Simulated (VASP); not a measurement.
# SnTe in VASP: further runs

Runs on SnTe. Level: PBEsol. Tasks: single point.

Program: VASP 6.6.1. These are calculated values, not measurements. Logs are shortened: lines on timing, memory, paths and dates and some standing lists are left out, and cuts for length are marked.

## Step 1: The cell of the first run

Symmetry: Fm-3m, No. 225, cubic system. Conventional cell: a = 6.290 Å, b = 6.290 Å, c = 6.290 Å, α = 90.00°, β = 90.00°, γ = 90.00°. Within 4.1 Å of Sn (site symmetry m-3m) lie 6 Te at 3.15 Å. Within 4.1 Å of Te (site symmetry m-3m) lie 6 Sn at 3.15 Å.

## Step 2: Single point, PBEsol

The input, INCAR:

```
ALGO     = Normal         # electronic algorithm
EDIFF    = 1E-6           # SCF threshold, eV
ENCUT    = 500            # plane-wave cutoff, eV
GGA      = PS             # functional
GGA_COMPAT= F            
ISIF     = 2              # what is computed and relaxed
ISMEAR   = 0              # smearing method
LASPH    = T              # aspherical terms in the spheres
LCHARG   = F              # write CHGCAR
LREAL    = F              # projectors in reciprocal space
LWAVE    = F              # write WAVECAR
NBANDS   = 17             # bands
NELM     = 120            # most SCF steps
PREC     = Accurate       # precision mode
SIGMA    = 0.01           # smearing width, eV
```

The input, KPOINTS:

```
k-points
0
Gamma
  16 16 16
```

The input, POSCAR:

```
SnTe
1.0
    0.0000000000      3.1450000000      3.1450000000
    3.1450000000      0.0000000000      3.1450000000
    3.1450000000      3.1450000000      0.0000000000
Sn Te
1 1
Direct
    0.0000000000      0.0000000000      0.0000000000
    0.5000000000      0.5000000000      0.5000000000
```

Potentials or basis: VASP PAW PBE potentials, release 64 (Sn_d, Te).

Run with:

```sh
> cat potpaw_PBE.64/Sn_d/POTCAR potpaw_PBE.64/Te/POTCAR > POTCAR
> mpirun -np 1 vasp_std > vasp.out
```

OUTCAR:

```text
EDIFF = 1E-6
   ENCUT = 500
   GGA = PS
   ISIF = 2
   ISMEAR = 0
   LASPH = T
   LREAL = F
   NELM = 120
   PREC = Accurate

 ion  position               nearest neighbor table
   1  0.000  0.000  0.000-   2 3.15   2 3.15   2 3.15   2 3.15   2 3.15   2 3.15
   2  0.500  0.500  0.500-   1 3.15   1 3.15   1 3.15   1 3.15   1 3.15   1 3.15

  LATTYP: Found a face centered cubic cell.
 ALAT       =     6.2900000000

  Lattice vectors:

 A1 = (   0.0000000000,   3.1450000000,   3.1450000000)
 A2 = (   3.1450000000,   0.0000000000,   3.1450000000)
 A3 = (   3.1450000000,   3.1450000000,   0.0000000000)

Analysis of symmetry for initial positions (statically):
=====================================================================
 Subroutine PRICEL returns:
 Original cell was already a primitive cell.

 Routine SETGRP: Setting up the symmetry group for a
 face centered cubic supercell.

 Subroutine GETGRP returns: Found 48 space group operations
 (whereof 48 operations were pure point group operations)
 out of a pool of 48 trial point group operations.

The static configuration has the point symmetry O_h .

Analysis of symmetry for dynamics (positions and initial velocities):
=====================================================================
 Subroutine PRICEL returns:
 Original cell was already a primitive cell.

 Routine SETGRP: Setting up the symmetry group for a
 face centered cubic supercell.

 Subroutine GETGRP returns: Found 48 space group operations
 (whereof 48 operations were pure point group operations)
 out of a pool of 48 trial point group operations.

The dynamic configuration has the point symmetry O_h .

 Subroutine INISYM returns: Found 48 space group operations
 (whereof 48 operations are pure point group operations),
 and found     1 'primitive' translations

----------------------------------------------------------------------------------------

                                     Primitive cell

  volume of cell :      62.2145

  direct lattice vectors                    reciprocal lattice vectors
     0.000000000  3.145000000  3.145000000    -0.158982512  0.158982512  0.158982512
     3.145000000  0.000000000  3.145000000     0.158982512 -0.158982512  0.158982512
     3.145000000  3.145000000  0.000000000     0.158982512  0.158982512 -0.158982512

  length of vectors
     4.447701654  4.447701654  4.447701654     0.275365788  0.275365788  0.275365788

  position of ions in fractional coordinates (direct lattice)
     0.000000000  0.000000000  0.000000000
     0.500000000  0.500000000  0.500000000
[... 77 lines left out ...]
   EDIFF  = 0.1E-05   stopping-criterion for ELM
   LREAL  =      F    real-space projection
   EDIFFG = 0.1E-04   stopping-criterion for IOM
   NSW    =      0    number of steps for IOM
   IBRION =     -1    ionic relax: 0-MD 1-quasi-New 2-CG
   NFREE  =      0    steps in history (QN), initial steepest desc. (CG)
   ISIF   =      2    stress and relaxation
   ISYM   =      2    0-nonsym 1-usesym 2-fastsym
   POTIM  = 0.5000    time-step for ionic-motion
   TEBEG  =    0.0;   TEEND  =   0.0 temperature during run
   PSTRESS=    0.0 pullay stress
   NELECT =      20.0000    total number of electrons
   NUPDOWN=      -1.0000    fix difference up-down
   EMIN   =  10.00;   EMAX   =-10.00  energy-range for DOS
   EFERMI =   0.00;   METHOD = LEGACY
   ISMEAR =     0;   SIGMA  =   0.01  broadening in eV -4-tet -1-fermi 0-gaus
   EFERMI_NEDOS =   21; number of points for ismear=-14 and -15
   IALGO  =     38    algorithm
   IMIX   =      4    mixing-type and parameters
     AMIX     =   0.40;   BMIX     =  1.00
     AMIX_MAG =   1.60;   BMIX_MAG =  1.00
  volume/ion in A,a.u.               =      31.11       209.92
  Fermi-wavevector in a.u.,A,eV,Ry     =   1.121470  2.119270 17.111967  1.257694
  Thomas-Fermi vector in A             =   2.258123
   LORBIT       =      0    0 simple, 1 ext, 2 COOP (PROOUT), +10 PAW based schemes
   GGA     = PS    functional components
   LHFCALC =     F    Hartree Fock is set to
   AEXX    =    0.0000 exact exchange contribution
   IVDW    =     0    specifies the selected vdW correction
   LEPSILON=     F    determine dielectric tensor
   LRPA    =     F    only Hartree local field effects (RPA)
 non-spin polarized calculation
 Gauss-broadening in eV      SIGMA  =   0.01
  energy-cutoff  :      500.00
  volume of cell :       62.21
 maximum number of plane-waves:      1604
   NGX = 17   NGY = 17   NGZ = 17

 number of electron      20.0000012 magnetization

 Free energy of the ion-electron system (eV)
  ---------------------------------------------------
  ext. energy  EPLUGINS =         0.00000000
  ---------------------------------------------------
  free energy    TOTEN  =        -8.33903772 eV

  energy without entropy =       -8.33903772  energy(sigma->0) =       -8.33903772

 E-fermi :   6.9172     XC(G=0):  -9.6768

 val. band max:        6.8210696341   @ k =   0.5000   0.0000   0.0000
 cond. band min:       6.9797534910   @ k =   0.5000   0.0000   0.0000
 fundamental gap:      0.1586838569
 Fermi energy:         6.9172184564

 k-point     1 :       0.0000    0.0000    0.0000
  band No.  band energies     occupation
      1     -14.9065      2.00000
      2     -14.9065      2.00000
      3     -14.8994      2.00000
      4     -14.8994      2.00000
      5     -14.8994      2.00000
      6      -5.9862      2.00000
[... 457 lines left out ...]
      4     -14.8989      2.00000
      5     -14.8985      2.00000
      6      -5.8970      2.00000
[... 9 lines left out ...]
     16      12.0238      0.00000
     17      14.0091      0.00000

 [... further k-points ...]

------------------------ aborting loop because EDIFF is reached ----------------------------------------

  FORCE on cell =-STRESS in cart. coord.  units (eV):
  Direction    XX          YY          ZZ          XY          YZ          ZX
  --------------------------------------------------------------------------------------
  -------------------------------------------------------------------------------------
  Total       -0.0173405     -0.0173405     -0.0173405      0.0000000      0.0000000      0.0000000
  in kB       -0.4465611     -0.4465611     -0.4465611      0.0000000      0.0000000      0.0000000
  external PRESSURE =      -0.4465611 kB  Pullay stress =       0.0000000 kB

 VOLUME and BASIS-vectors are now :
 -----------------------------------------------------------------------------
  energy-cutoff  :      500.00
  volume of cell :       62.21
      direct lattice vectors                 reciprocal lattice vectors
     0.000000000  3.145000000  3.145000000    -0.158982512  0.158982512  0.158982512
     3.145000000  0.000000000  3.145000000     0.158982512 -0.158982512  0.158982512
     3.145000000  3.145000000  0.000000000     0.158982512  0.158982512 -0.158982512

 POSITION                                       TOTAL-FORCE (eV/Angst)
 -----------------------------------------------------------------------------------
      0.00000      0.00000      0.00000        -0.000000     -0.000000     -0.000000
      3.14500      3.14500      3.14500         0.000000      0.000000      0.000000
 -----------------------------------------------------------------------------------
    total drift:                                0.000000     -0.000000     -0.000000

  FREE ENERGIE OF THE ION-ELECTRON SYSTEM (eV)
  ---------------------------------------------------
  free  energy   TOTEN  =        -8.3390377193 eV

  energy  without entropy=       -8.3390377193  energy(sigma->0) =       -8.33903772
```

stdout:

```text
POSCAR found type information on POSCAR SnTe
 POSCAR found :  2 types and       2 ions
 scaLAPACK will be used
 -----------------------------------------------------------------------------
|                                                                             |
|                                                                             |
|     You enforced a specific xc type in the INCAR file but a different       |
|     I HOPE YOU KNOW WHAT YOU ARE DOING!                                     |
|                                                                             |
 -----------------------------------------------------------------------------

 LDA part: xc-table for (Slater+PW92), standard interpolation
 POSCAR, INCAR and KPOINTS ok, starting setup
 FFT: planning ... GRIDC
 FFT: planning ... GRID_SOFT
 FFT: planning ... GRID
 WAVECAR not read
 entering main loop
```

Run time: 2.6 min. Hardware: 1 thread of Oxide Virtual Turin-like, shared host; peak memory 0.25 GiB.

What came out:

| Property | Result |
| --- | --- |
| Free energy | -8.3390 eV |
| Pressure | 0.0 GPa |
| Band gap on the k mesh | 0.16 eV |

Caveat: semilocal functionals underestimate gaps, and a narrow one can read as zero; the PAW data sets were made with another functional, which shifts forces and pressure a little; spin-orbit coupling is left out, which moves the levels of the heavy elements.

## Step 3: Single point, PBEsol

The input, INCAR:

```
ALGO = Normal
EDIFF = 1E-6
ENCUT = 500
GGA = PS
GGA_COMPAT = F
ISIF = 2
ISMEAR = 0
LASPH = T
LCHARG = F
LREAL = F
LWAVE = F
NBANDS = 17
NELM = 120
PREC = Accurate
SIGMA = 0.01
```

KPOINTS is that of step 2.

POSCAR: that of step 2 with these lines changed.

```diff
@@ -8,3 +8,3 @@
 Direct
-    0.0000000000      0.0000000000      0.0000000000
+    0.0027536579      0.0027536579      0.0027536579
     0.5000000000      0.5000000000      0.5000000000
```

Potentials or basis: VASP PAW PBE potentials, release 64 (Sn_d, Te).

Run with:

```sh
> cat potpaw_PBE.64/Sn_d/POTCAR potpaw_PBE.64/Te/POTCAR > POTCAR
> mpirun -np 1 vasp_std > vasp.out
```

Run time: 8.1 min. Hardware: 1 thread of Oxide Virtual Turin-like, shared host; peak memory 0.48 GiB.

The run converged. Its results:

* Free energy: -8.3389 eV
* Pressure: 0.0 GPa
* Largest force: 0.008 eV/Å
* Band gap on the k mesh: 0.16 eV

Forces in eV/Å, atoms in the order of the input:
```
Sn  -0.005 -0.005 -0.005
Te   0.005  0.005  0.005
```

Levels at points of the mesh, in eV from the valence-band top:
```tsv
k point	band 7	band 8	band 9	band 10	band 11	band 12	band 13	band 14
(0.00, 0.00, 0.00)	-4.63	-2.09	-2.09	-2.09	3.39	3.40	3.40	4.76
(0.50, 0.00, 0.00)	-8.33	-1.76	-1.75	0.00	0.16	0.40	0.40	7.76
(0.50, 0.50, 0.50)	-8.33	-1.75	-1.75	-0.02	0.19	0.40	0.40	7.75
(0.50, 0.50, 0.00)	-6.44	-5.58	-3.72	-3.72	2.13	5.00	5.00	6.47
```

Caveat: semilocal functionals underestimate gaps, and a narrow one can read as zero; the PAW data sets were made with another functional, which shifts forces and pressure a little; spin-orbit coupling is left out, which moves the levels of the heavy elements. A k mesh can miss the band edges.

## Step 4: Single point, PBEsol

The input, INCAR:

```
SYSTEM = SnTe
  PREC = Accurate
  ENCUT = 500
  EDIFF = 1E-6
  ISMEAR = 0
  SIGMA = 0.01
  LREAL = .FALSE.
  LASPH = .TRUE.
  NELM = 120
  ALGO = Normal
  ISIF = 2
  LWAVE = .FALSE.
  LCHARG = .FALSE.
  GGA = PS
  NBANDS = 17
  GGA_COMPAT = .FALSE.
```

The input, KPOINTS:

```
Automatic mesh
0
G
  16 16 16
  0 0 0
```

POSCAR: that of step 3 with these lines changed.

```diff
@@ -8,3 +8,3 @@
 Direct
-    0.0027536579      0.0027536579      0.0027536579
+    0.0055073158      0.0055073158      0.0055073158
     0.5000000000      0.5000000000      0.5000000000
```

Run with:

```sh
> cat potpaw_PBE.64/Sn_d/POTCAR potpaw_PBE.64/Te/POTCAR > POTCAR
> mpirun -np 1 vasp_std > vasp.out
```

It took 7.1 min on 1 thread of Oxide Virtual Turin-like, shared host; peak memory 0.48 GiB.

It converged, with:

- Free energy: -8.3385 eV
- Pressure: 0.0 GPa
- Largest force: 0.020 eV/Å
- Band gap on the k mesh: 0.17 eV

Forces in eV/Å, atoms in the order of the input:
```
Sn  -0.011 -0.011 -0.011
Te   0.011  0.011  0.011
```

Levels at points of the mesh, in eV from the valence-band top:
| k point | band 6 | band 7 | band 8 | band 9 | band 10 | band 11 | band 12 | band 13 | band 14 | band 15 |
| --- | --- | --- | --- | --- | --- | --- | --- | --- | --- | --- |
| (0.00, 0.00, 0.00) | -12.80 | -4.62 | -2.09 | -2.09 | -2.08 | 3.37 | 3.40 | 3.40 | 4.78 | 4.78 |
| (0.50, 0.00, 0.00) | -11.50 | -8.33 | -1.76 | -1.75 | 0.00 | 0.17 | 0.42 | 0.42 | 7.76 | 8.80 |
| (0.50, 0.50, 0.50) | -11.51 | -8.31 | -1.75 | -1.75 | -0.07 | 0.24 | 0.41 | 0.41 | 7.74 | 8.83 |
| (0.50, 0.50, 0.00) | -11.19 | -6.45 | -5.56 | -3.72 | -3.71 | 2.12 | 5.01 | 5.02 | 6.47 | 9.11 |

Caveat: semilocal functionals underestimate gaps, and a narrow one can read as zero; the PAW data sets were made with another functional, which shifts forces and pressure a little; spin-orbit coupling is left out, which moves the levels of the heavy elements. A k mesh can miss the band edges.

## Step 5: The runs side by side

| cell | gap on the mesh (eV) | pressure (GPa) | largest force (eV/Å) |
| --- | --- | --- | --- |
| as given, atomic positions A | 0.16 | 0.0 | - |
| as given, atomic positions B | 0.16 | 0.0 | 0.01 |
| as given, atomic positions C | 0.17 | 0.0 | 0.02 |

Alike in all rows: task single point; level PBEsol; potentials or basis VASP PAW PBE potentials, release 64 (Sn_d, Te); no spin polarisation; k mesh 16 × 16 × 16; cutoff (eV) 500; smearing gaussian 0.01 eV.

Caveats: semilocal functionals underestimate gaps, and a narrow one can read as zero; the PAW data sets were made with another functional, which shifts forces and pressure a little; spin-orbit coupling is left out, which moves the levels of the heavy elements.

Absolute energies hang on the potentials; compare differences alone.
